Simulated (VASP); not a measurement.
# SnSe (rocksalt type) (Fm-3m) in VASP: further runs, part 3 of 3

VASP 6.6.1. Earlier steps stand in the parts before.

## Step 5: Single point, PBE

This run uses another cell than the first one, of 27.85 Å³/atom.

File INCAR:

```
SYSTEM = SnSe
PREC = Accurate
ENCUT = 520
EDIFF = 1E-6
ISMEAR = -1
SIGMA = 0.05
LREAL = .FALSE.
LASPH = .TRUE.
NELM = 100
ALGO = Normal
ISIF = 2
LWAVE = .FALSE.
LCHARG = .FALSE.
GGA = PE
NBANDS = 17
```

File KPOINTS:

```
Automatic mesh
0
G
  13 13 13
  0 0 0
```

File POSCAR:

```
SnSe
1.0
    0.0000000000      3.0312527154      3.0312527154
    3.0312527154      0.0000000000      3.0312527154
    3.0312527154      3.0312527154      0.0000000000
Sn Se
1 1
Direct
    0.0000000000      0.0000000000      0.0000000000
    0.5000000000      0.5000000000      0.5000000000
```

Potentials or basis: VASP PAW PBE potentials, release 64 (Sn_d, Se).

Launch:

```sh
cat potpaw_PBE.64/Sn_d/POTCAR potpaw_PBE.64/Se/POTCAR > POTCAR
mpirun -np 1 vasp_std > vasp.out
```

OUTCAR:

```text
SYSTEM = SnSe
   PREC = Accurate
   ENCUT = 520
   EDIFF = 1E-6
   ISMEAR = -1
   LREAL = .FALSE.
   LASPH = .TRUE.
   NELM = 100
   ISIF = 2
   GGA = PE

 ion  position               nearest neighbor table
   1  0.000  0.000  0.000-   2 3.03   2 3.03   2 3.03   2 3.03   2 3.03   2 3.03
   2  0.500  0.500  0.500-   1 3.03   1 3.03   1 3.03   1 3.03   1 3.03   1 3.03

  LATTYP: Found a face centered cubic cell.
 ALAT       =     6.0625054308

  Lattice vectors:

 A1 = (   0.0000000000,   3.0312527154,   3.0312527154)
 A2 = (   3.0312527154,   0.0000000000,   3.0312527154)
 A3 = (   3.0312527154,   3.0312527154,   0.0000000000)

Analysis of symmetry for initial positions (statically):
=====================================================================
 Subroutine PRICEL returns:
 Original cell was already a primitive cell.

 Routine SETGRP: Setting up the symmetry group for a
 face centered cubic supercell.

 Subroutine GETGRP returns: Found 48 space group operations
 (whereof 48 operations were pure point group operations)
 out of a pool of 48 trial point group operations.

The static configuration has the point symmetry O_h .

Analysis of symmetry for dynamics (positions and initial velocities):
=====================================================================
 Subroutine PRICEL returns:
 Original cell was already a primitive cell.

 Routine SETGRP: Setting up the symmetry group for a
 face centered cubic supercell.

 Subroutine GETGRP returns: Found 48 space group operations
 (whereof 48 operations were pure point group operations)
 out of a pool of 48 trial point group operations.

The dynamic configuration has the point symmetry O_h .

 Subroutine INISYM returns: Found 48 space group operations
 (whereof 48 operations are pure point group operations),
 and found     1 'primitive' translations

----------------------------------------------------------------------------------------

                                     Primitive cell
[... 109 lines left out ...]
   IMIX   =      4    mixing-type and parameters
     AMIX     =   0.40;   BMIX     =  1.00
     AMIX_MAG =   1.60;   BMIX_MAG =  1.00
  volume/ion in A,a.u.               =      27.85       187.96
  Fermi-wavevector in a.u.,A,eV,Ry     =   1.163553  2.198796 18.420311  1.353855
  Thomas-Fermi vector in A             =   2.300101
   LORBIT       =      0    0 simple, 1 ext, 2 COOP (PROOUT), +10 PAW based schemes
   GGA     = PE    functional components
   LHFCALC =     F    Hartree Fock is set to
   AEXX    =    0.0000 exact exchange contribution
   IVDW    =     0    specifies the selected vdW correction
   LEPSILON=     F    determine dielectric tensor
   LRPA    =     F    only Hartree local field effects (RPA)
 non-spin polarized calculation
  energy-cutoff  :      520.00
  volume of cell :       55.71
 maximum number of plane-waves:      1516
   NGX = 15   NGY = 15   NGZ = 15

 number of electron      19.9999999 magnetization

 Free energy of the ion-electron system (eV)
  ---------------------------------------------------
  ext. energy  EPLUGINS =         0.00000000
  ---------------------------------------------------
  free energy    TOTEN  =        -8.21509674 eV

  energy without entropy =       -8.21488578  energy(sigma->0) =       -8.21499126

 E-fermi :   5.5349     XC(G=0):  -9.5007

 val. band max:        5.3078871831   @ k =  -0.3846   0.0769   0.0000
 cond. band min:       5.7712162805   @ k =  -0.4615   0.0769   0.0000
 fundamental gap:      0.4633290974
 Fermi energy:         5.5348932297

 k-point     1 :       0.0000    0.0000    0.0000
  band No.  band energies     occupation
      1     -16.2538      2.00000
      2     -16.2538      2.00000
      3     -16.2538      2.00000
      4     -16.2507      2.00000
      5     -16.2507      2.00000
      6      -8.3624      2.00000
[... 457 lines left out ...]
      4     -16.2445      2.00000
      5     -16.2410      2.00000
      6      -7.4782      2.00000
[... 9 lines left out ...]
     16      15.8308      0.00000
     17      15.8322      0.00000

 [... further k-points ...]

------------------------ aborting loop because EDIFF is reached ----------------------------------------

  FORCE on cell =-STRESS in cart. coord.  units (eV):
  Direction    XX          YY          ZZ          XY          YZ          ZX
  --------------------------------------------------------------------------------------
  -------------------------------------------------------------------------------------
  Total       -0.0051173     -0.0051173     -0.0051173     -0.0000000     -0.0000000      0.0000000
  in kB       -0.1471819     -0.1471819     -0.1471819     -0.0000000     -0.0000000      0.0000000
  external PRESSURE =      -0.1471819 kB  Pullay stress =       0.0000000 kB

 VOLUME and BASIS-vectors are now :
 -----------------------------------------------------------------------------
  energy-cutoff  :      520.00
  volume of cell :       55.71
      direct lattice vectors                 reciprocal lattice vectors
     0.000000000  3.031252715  3.031252715    -0.164948306  0.164948306  0.164948306
     3.031252715  0.000000000  3.031252715     0.164948306 -0.164948306  0.164948306
     3.031252715  3.031252715  0.000000000     0.164948306  0.164948306 -0.164948306

 POSITION                                       TOTAL-FORCE (eV/Angst)
 -----------------------------------------------------------------------------------
      0.00000      0.00000      0.00000         0.000000     -0.000000     -0.000000
      3.03125      3.03125      3.03125        -0.000000      0.000000      0.000000
 -----------------------------------------------------------------------------------
    total drift:                                0.000000     -0.000000     -0.000000

  FREE ENERGIE OF THE ION-ELECTRON SYSTEM (eV)
  ---------------------------------------------------
  free  energy   TOTEN  =        -8.2150967412 eV

  energy  without entropy=       -8.2148857830  energy(sigma->0) =       -8.21499126
```

OSZICAR:

```text
N       E                     dE             d eps       ncg     rms          rms(c)
DAV:   1     0.133756500034E+03    0.13376E+03   -0.98123E+03  2873   0.143E+03
DAV:   2     0.426440235635E+01   -0.12949E+03   -0.12558E+03  3112   0.349E+02
DAV:   3    -0.809005756267E+01   -0.12354E+02   -0.12258E+02  3499   0.935E+01
DAV:   4    -0.840530672312E+01   -0.31525E+00   -0.31495E+00  3430   0.158E+01
DAV:   5    -0.841444141327E+01   -0.91347E-02   -0.91341E-02  4072   0.262E+00    0.297E+00
DAV:   6    -0.821365693900E+01    0.20078E+00   -0.50545E-01  4134   0.399E+00    0.173E+00
DAV:   7    -0.821279992903E+01    0.85701E-03   -0.86308E-02  3342   0.129E+00    0.899E-01
DAV:   8    -0.821528543917E+01   -0.24855E-02   -0.97313E-03  3507   0.866E-01    0.140E-01
DAV:   9    -0.821500121947E+01    0.28422E-03   -0.16033E-03  3973   0.317E-01    0.569E-02
DAV:  10    -0.821508996797E+01   -0.88748E-04   -0.20056E-04  3306   0.800E-02    0.128E-02
DAV:  11    -0.821509634152E+01   -0.63736E-05   -0.17366E-05  3737   0.369E-02    0.257E-03
DAV:  12    -0.821509674121E+01   -0.39969E-06   -0.13957E-06  3236   0.120E-02
   1 F= -.82150967E+01 E0= -.82149913E+01  d E =-.210958E-03
```

It took 68 s on 1 thread of Intel Xeon 8259CL, shared host; peak memory 0.23 GiB.

Results:

```yaml
Free_energy: -8.2151 eV
Pressure: 0.0 GPa
```

Levels at points of the mesh, in eV from the Fermi level:
| k point | band 6 | band 7 | band 8 | band 9 | band 10 | band 11 | band 12 | band 13 | band 14 | band 15 |
| --- | --- | --- | --- | --- | --- | --- | --- | --- | --- | --- |
| (0.00, 0.00, 0.00) | -13.90 | -5.31 | -2.30 | -2.30 | -2.30 | 4.06 | 4.06 | 4.06 | 5.72 | 5.72 |

Caveat: this odd mesh misses L, so gap, dielectric constants and Born charges aren't listed; spin-orbit coupling is left out, which moves the levels of the heavy elements.

## Step 6: Relaxation of cell and atoms, PBE

This run uses another cell than the first one, of 18.51 Å³/atom.

File INCAR:

```
  PREC = Accurate
  ENCUT = 600
  EDIFF = 1E-6
  ISMEAR = -1
  SIGMA = 0.05
  LREAL = F
  LASPH = T
  NELM = 60
  ALGO = Normal
  ISIF = 3
  LWAVE = F
  LCHARG = F
  GGA = PE
  IBRION = 2
  NSW = 60
  EDIFFG = -0.005
```

File KPOINTS:

```
regular mesh
0
Gamma
  13 13 13
```

File POSCAR:

```
SnSe
1.0
    0.0000000000      2.6454205252      2.6454205252
    2.6454205252      0.0000000000      2.6454205252
    2.6454205252      2.6454205252      0.0000000000
Sn Se
1 1
Direct
    0.0000000000      0.0000000000      0.0000000000
    0.5000000000      0.5000000000      0.5000000000
```

Potentials or basis: VASP PAW PBE potentials, release 64 (Sn_d, Se).

Launch:

```sh
cat potpaw_PBE.64/Sn_d/POTCAR potpaw_PBE.64/Se/POTCAR > POTCAR
mpirun -np 1 vasp_std > vasp.out
```

It took 4.7 min on 1 thread of Intel Xeon 8259CL, shared host; peak memory 0.22 GiB.

It converged, with:

| Property | Result |
| --- | --- |
| Free energy | -8.2116 eV |
| Relaxed volume | 27.86 Å³/atom |
| Relaxed cell | a = 4.287 Å, b = 4.287 Å, c = 4.287 Å, α = 60.00°, β = 60.00°, γ = 60.00° |
| Space group after relaxing (to 0.1 Å) | Fm-3m (No. 225) |
| Energy gained by relaxing | 959.2 meV/atom |
| Ionic steps | 5 |
| Pressure after relaxing | 0.0 GPa |

Step by step:
```
step  energy change (eV)  largest force (eV/Å)  pressure (GPa)  volume (Å³)
   1              0.0000                0.0000           47.43        37.03
   2             -1.3298                0.0000           -7.63        74.85
   3             -1.9184                0.0000            0.15        55.56
   4             -1.9183                0.0000           -0.21        55.98
   5             -1.9185                0.0000           -0.01        55.71
```

Final structure:
```cif
data_structure
_symmetry_space_group_name_H-M 'P 1'
_symmetry_Int_Tables_number 1
_cell_length_a 4.2870
_cell_length_b 4.2870
_cell_length_c 4.2870
_cell_angle_alpha 60.000
_cell_angle_beta 60.000
_cell_angle_gamma 60.000
_cell_volume 55.71
loop_
_atom_site_label
_atom_site_type_symbol
_atom_site_fract_x
_atom_site_fract_y
_atom_site_fract_z
_atom_site_occupancy
Sn1 Sn 0.00000 0.00000 0.00000 1
Se1 Se 0.50000 0.50000 0.50000 1
```

Levels at points of the mesh, in eV from the Fermi level:
| k point | band 6 | band 7 | band 8 | band 9 | band 10 | band 11 | band 12 | band 13 | band 14 |
| --- | --- | --- | --- | --- | --- | --- | --- | --- | --- |
| (0.00, 0.00, 0.00) | -13.90 | -5.31 | -2.30 | -2.30 | -2.30 | 4.06 | 4.06 | 4.06 | 5.71 |

Caveat: this odd mesh misses L, so gap, dielectric constants and Born charges aren't listed; the volume moved by over 15 % at a fixed basis, so the end points are rough; spin-orbit coupling is left out, which moves the levels of the heavy elements.

## Step 7: Overview

| task | cell | k mesh | cutoff (eV) | pressure (GPa) |
| --- | --- | --- | --- | --- |
| single point | a = 3.655 Å, angles 60.0°, 2 atoms | 15 × 15 × 15 | 520 | 64.6 |
| single point | a = 3.657 Å, angles 60.0°, 2 atoms | 15 × 15 × 15 | 520 | 64.3 |
| single point | a = 4.287 Å, angles 60.0°, 2 atoms | 13 × 13 × 13 | 520 | 0.0 |
| relaxation of cell and atoms | relaxed from a = 3.741 Å, angles 60.0°, 2 atoms | 13 × 13 × 13 | 600 | 0.0 |

Alike in all rows: level PBE; potentials or basis VASP PAW PBE potentials, release 64 (Sn_d, Se); no spin polarisation; smearing fermi-dirac 0.05 eV.

Caveats: spin-orbit coupling is left out, which moves the levels of the heavy elements; the cell stands under pressure (at least some runs); the volume moved by over 15 % at a fixed basis, so the end points are rough (at least some runs).

Absolute energies hang on the potentials; compare differences alone.
